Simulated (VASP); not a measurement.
# Al2O3 (R-3c) in VASP: notebook

Runs on Al2O3. Level: PBE. Tasks: single point.

Everything below comes from runs of VASP 6.6.1. Logs are shortened: lines on timing, memory, paths and dates and some standing lists are left out, and cuts for length are marked.

### Step 1. The cell of the first run

Symmetry: R-3c, No. 167, trigonal system. Conventional cell: a = 4.808 Å, b = 4.808 Å, c = 13.121 Å, α = 90.00°, β = 90.00°, γ = 120.00°. Within 2.5 Å of Al (site symmetry 3) lie 6 O at 1.87 to 1.99 Å. O (site symmetry 2) has 4 Al at 1.87 to 1.99 Å and 12 O at 2.55 to 2.90 Å within 2.9 Å.

### Step 2. Single point, PBE

The input, INCAR:

```
SYSTEM = Al2O3
  PREC = Accurate
  ENCUT = 600
  EDIFF = 1E-6
  ISMEAR = 0
  SIGMA = 0.02
  LREAL = .False.
  LASPH = .True.
  NELM = 120
  ALGO = Normal
  ISIF = 2
  LWAVE = .False.
  LCHARG = .True.
  GGA = PE
  LELF = .True.
  LVHAR = .True.
  NBANDS = 35
  GGA_COMPAT = .False.
```

The input, KPOINTS:

```
regular mesh
0
Gamma
  6 6 6
  0 0 0
```

The input, POSCAR:

```
Al2O3
1.0
    2.4040098479      1.3879557160      4.3737198659
   -2.4040098479      1.3879557160      4.3737198659
    0.0000000000     -2.7759114825      4.3737198500
Al O
4 6
Direct
    0.3521232986      0.3521232986      0.3521232986
    0.1478767014      0.1478767014      0.1478767014
    0.6478767014      0.6478767014      0.6478767014
    0.8521232986      0.8521232986      0.8521232986
    0.5561626202      0.9438373798      0.2500000000
    0.2500000000      0.5561626202      0.9438373798
    0.9438373798      0.2500000000      0.5561626202
    0.4438373798      0.0561626202      0.7500000000
    0.7500000000      0.4438373798      0.0561626202
    0.0561626202      0.7500000000      0.4438373798
```

Potentials or basis: VASP PAW PBE potentials, release 64 (Al, O).

On the command line:

```console
> cat potpaw_PBE.64/Al/POTCAR potpaw_PBE.64/O/POTCAR > POTCAR
> mpirun -np 1 vasp_std > vasp.out
```

OUTCAR:

```text
SYSTEM = Al2O3
   PREC = Accurate
   ENCUT = 600
   EDIFF = 1E-6
   ISMEAR = 0
   LREAL = .False.
   LASPH = .True.
   NELM = 120
   ISIF = 2
   GGA = PE

 ion  position               nearest neighbor table
   1  0.352  0.352  0.352-   9 1.87  10 1.87   8 1.87   7 1.99   5 1.99   6 1.99   2 2.68   3 2.82
                             3 2.82   3 2.82   2 3.25   2 3.25   2 3.25
   2  0.148  0.148  0.148-  10 1.87   9 1.87   8 1.87   6 1.99   5 1.99   7 1.99   1 2.68   4 2.82
                             4 2.82   4 2.82   1 3.25   1 3.25   1 3.25
   3  0.648  0.648  0.648-   6 1.87   7 1.87   5 1.87  10 1.99   8 1.99   9 1.99   4 2.68   1 2.82
                             1 2.82   1 2.82   4 3.25   4 3.25   4 3.25
   4  0.852  0.852  0.852-   7 1.87   6 1.87   5 1.87   9 1.99   8 1.99  10 1.99   3 2.68   2 2.82
                             2 2.82   2 2.82   3 3.25   3 3.25   3 3.25
   5  0.556  0.944  0.250-   3 1.87   4 1.87   1 1.99   2 1.99
   6  0.250  0.556  0.944-   3 1.87   4 1.87   2 1.99   1 1.99
   7  0.944  0.250  0.556-   4 1.87   3 1.87   1 1.99   2 1.99
   8  0.444  0.056  0.750-   1 1.87   2 1.87   3 1.99   4 1.99
   9  0.750  0.444  0.056-   1 1.87   2 1.87   4 1.99   3 1.99
  10  0.056  0.750  0.444-   2 1.87   1 1.87   3 1.99   4 1.99

  LATTYP: Found a trigonal (rhomboedric) cell.
 ALAT       =     5.1802615652
 COS(alpha) =     0.5692759691

  Lattice vectors:

 A1 = (   2.4040098479,   1.3879557160,   4.3737198659)
 A2 = (  -2.4040098479,   1.3879557160,   4.3737198659)
 A3 = (   0.0000000000,  -2.7759114825,   4.3737198500)

Analysis of symmetry for initial positions (statically):
=====================================================================
 Subroutine PRICEL returns:
 Original cell was already a primitive cell.

 Routine SETGRP: Setting up the symmetry group for a
 trigonal (rhombohedral) supercell.

 Subroutine GETGRP returns: Found 12 space group operations
 (whereof  6 operations were pure point group operations)
 out of a pool of 12 trial point group operations.

The static configuration has the point symmetry S_6 .
 The point group associated with its full space group is D_3d.

Analysis of symmetry for dynamics (positions and initial velocities):
=====================================================================
 Subroutine PRICEL returns:
 Original cell was already a primitive cell.

 Routine SETGRP: Setting up the symmetry group for a
 trigonal (rhombohedral) supercell.

 Subroutine GETGRP returns: Found 12 space group operations
 (whereof  6 operations were pure point group operations)
 out of a pool of 12 trial point group operations.

[... 129 lines left out ...]
   NUPDOWN=      -1.0000    fix difference up-down
   EMIN   =  10.00;   EMAX   =-10.00  energy-range for DOS
   EFERMI =   0.00;   METHOD = LEGACY
   ISMEAR =     0;   SIGMA  =   0.02  broadening in eV -4-tet -1-fermi 0-gaus
   EFERMI_NEDOS =   21; number of points for ismear=-14 and -15
   IALGO  =     38    algorithm
   IMIX   =      4    mixing-type and parameters
     AMIX     =   0.40;   BMIX     =  1.00
     AMIX_MAG =   1.60;   BMIX_MAG =  1.00
  volume/ion in A,a.u.               =       8.76        59.09
  Fermi-wavevector in a.u.,A,eV,Ry     =   1.339833  2.531917 24.424519  1.795152
  Thomas-Fermi vector in A             =   2.468193
   LORBIT       =      0    0 simple, 1 ext, 2 COOP (PROOUT), +10 PAW based schemes
   GGA     = PE    functional components
   LHFCALC =     F    Hartree Fock is set to
   AEXX    =    0.0000 exact exchange contribution
   IVDW    =     0    specifies the selected vdW correction
   LEPSILON=     F    determine dielectric tensor
   LRPA    =     F    only Hartree local field effects (RPA)
 non-spin polarized calculation
 Gauss-broadening in eV      SIGMA  =   0.02
  energy-cutoff  :      600.00
  volume of cell :       87.56
 maximum number of plane-waves:      2964
 NGX is ok and might be reduce to    42
   NGX = 21   NGY = 21   NGZ = 21

 number of electron      47.9999999 magnetization

 Free energy of the ion-electron system (eV)
  ---------------------------------------------------
  ext. energy  EPLUGINS =         0.00000000
  ---------------------------------------------------
  free energy    TOTEN  =       -74.83228350 eV

  energy without entropy =      -74.83228350  energy(sigma->0) =      -74.83228350

 E-fermi :   5.9485     XC(G=0): -11.5400

 val. band max:        5.8018506992   @ k =   0.0000   0.0000   0.0000
 cond. band min:      11.6566092649   @ k =   0.0000   0.0000   0.0000
 fundamental gap:      5.8547585658
 Fermi energy:         5.9484523131

 k-point     1 :       0.0000    0.0000    0.0000
  band No.  band energies     occupation
      1     -13.2138      2.00000
      2     -10.9919      2.00000
      3     -10.7288      2.00000
      4     -10.7288      2.00000
      5     -10.4222      2.00000
      6     -10.4222      2.00000
[... 901 lines left out ...]
     34      19.0106      0.00000
     35      19.1149      0.00000

 [... further k-points ...]

------------------------ aborting loop because EDIFF is reached ----------------------------------------

  FORCE on cell =-STRESS in cart. coord.  units (eV):
  Direction    XX          YY          ZZ          XY          YZ          ZX
  --------------------------------------------------------------------------------------
  -------------------------------------------------------------------------------------
  Total       -0.1982928     -0.1982928     -0.1999861     -0.0000000      0.0000000      0.0000000
  in kB       -3.6283021     -3.6283021     -3.6592866     -0.0000000      0.0000000      0.0000000
  external PRESSURE =      -3.6386303 kB  Pullay stress =       0.0000000 kB

 VOLUME and BASIS-vectors are now :
 -----------------------------------------------------------------------------
  energy-cutoff  :      600.00
  volume of cell :       87.56
      direct lattice vectors                 reciprocal lattice vectors
     2.404009848  1.387955716  4.373719866     0.207985837  0.120080679  0.076212777
    -2.404009848  1.387955716  4.373719866    -0.207985837  0.120080679  0.076212777
     0.000000000 -2.775911483  4.373719850     0.000000000 -0.240161358  0.076212775

 POSITION                                       TOTAL-FORCE (eV/Angst)
 -----------------------------------------------------------------------------------
      0.00000     -0.00000      4.62027         0.000000     -0.000000      0.008240
      0.00000     -0.00000      1.94031         0.000000      0.000000     -0.008240
      0.00000     -0.00000      8.50089         0.000000      0.000000     -0.008240
      0.00000     -0.00000     11.18085         0.000000     -0.000000      0.008240
     -0.93197      1.38796      7.65401         0.000308     -0.000000      0.000000
     -0.73602     -1.50109      7.65401        -0.000154      0.000267      0.000000
      1.66799      0.11314      7.65401        -0.000154     -0.000267     -0.000000
      0.93197     -1.38796      5.46715        -0.000308     -0.000000      0.000000
      0.73602      1.50109      5.46715         0.000154     -0.000267     -0.000000
     -1.66799     -0.11314      5.46715         0.000154      0.000267      0.000000
 -----------------------------------------------------------------------------------
    total drift:                                0.000000     -0.000000      0.000000

  FREE ENERGIE OF THE ION-ELECTRON SYSTEM (eV)
  ---------------------------------------------------
  free  energy   TOTEN  =       -74.8322835003 eV

  energy  without entropy=      -74.8322835003  energy(sigma->0) =      -74.83228350
```

It took 73 s on 1 thread of Intel Xeon 6975P-C (Granite Rapids), shared host; peak memory 0.29 GiB.

Results:

```
Free energy            : -74.8323 eV
Pressure               : -0.4 GPa
Largest force          : 0.008 eV/Å
Band gap on the k mesh : 5.85 eV
```

Forces on the atoms (eV/Å):
```
Al   0.000  0.000  0.008
Al   0.000  0.000 -0.008
Al   0.000  0.000 -0.008
Al   0.000  0.000  0.008
O    0.000  0.000  0.000
O    0.000  0.000  0.000
O    0.000  0.000  0.000
O    0.000  0.000  0.000
O    0.000  0.000  0.000
O    0.000  0.000  0.000
```

Levels at points of the mesh, in eV from the valence-band top:
```tsv
k point	band 22	band 23	band 24	band 25	band 26	band 27
(0.00, 0.00, 0.00)	-0.03	-0.03	0.00	5.85	8.91	10.37
(0.50, 0.00, 0.00)	-0.86	-0.25	-0.25	9.14	9.14	9.35
(0.50, 0.50, 0.00)	-0.87	-0.70	-0.23	9.36	9.49	9.62
(0.50, 0.50, 0.50)	-0.35	-0.35	-0.35	8.36	8.36	10.85
```

### Step 3. Single point, PBE

The input, INCAR:

```
  PREC = Accurate
  ENCUT = 600
  EDIFF = 1E-6
  ISMEAR = 0
  SIGMA = 0.02
  LREAL = False
  LASPH = True
  NELM = 120
  ALGO = Normal
  ISIF = 2
  LWAVE = False
  LCHARG = False
  GGA = PE
  NBANDS = 35
  GGA_COMPAT = False
```

The input, KPOINTS:

```
Automatic mesh
0
Gamma
  6 6 6
```

POSCAR is that of step 2.

Potentials or basis: VASP PAW PBE potentials, release 64 (Al, O).

On the command line:

```console
> cat potpaw_PBE.64/Al/POTCAR potpaw_PBE.64/O/POTCAR > POTCAR
> mpirun -np 1 vasp_std > vasp.out
```

It took 79 s on 1 thread of Intel Xeon 6975P-C (Granite Rapids), shared host; peak memory 0.28 GiB.

It converged, with:

```yaml
Free_energy: -74.8323 eV
Pressure: -0.4 GPa
Largest_force: 0.008 eV/Å
Band_gap_on_the_k_mesh: 5.85 eV
```

Forces in eV/Å, atoms in the order of the input:
```
Al   0.000  0.000  0.008
Al   0.000  0.000 -0.008
Al   0.000  0.000 -0.008
Al   0.000  0.000  0.008
O    0.000  0.000  0.000
O    0.000  0.000  0.000
O    0.000  0.000  0.000
O    0.000  0.000  0.000
O    0.000  0.000  0.000
O    0.000  0.000  0.000
```

Levels at points of the mesh, in eV from the valence-band top:
| k point | band 22 | band 23 | band 24 | band 25 | band 26 | band 27 |
| --- | --- | --- | --- | --- | --- | --- |
| (0.00, 0.00, 0.00) | -0.03 | -0.03 | 0.00 | 5.85 | 8.91 | 10.37 |
| (0.50, 0.00, 0.00) | -0.86 | -0.25 | -0.25 | 9.14 | 9.14 | 9.35 |
| (0.50, 0.50, 0.00) | -0.87 | -0.70 | -0.23 | 9.36 | 9.49 | 9.62 |
| (0.50, 0.50, 0.50) | -0.35 | -0.35 | -0.35 | 8.36 | 8.36 | 10.85 |
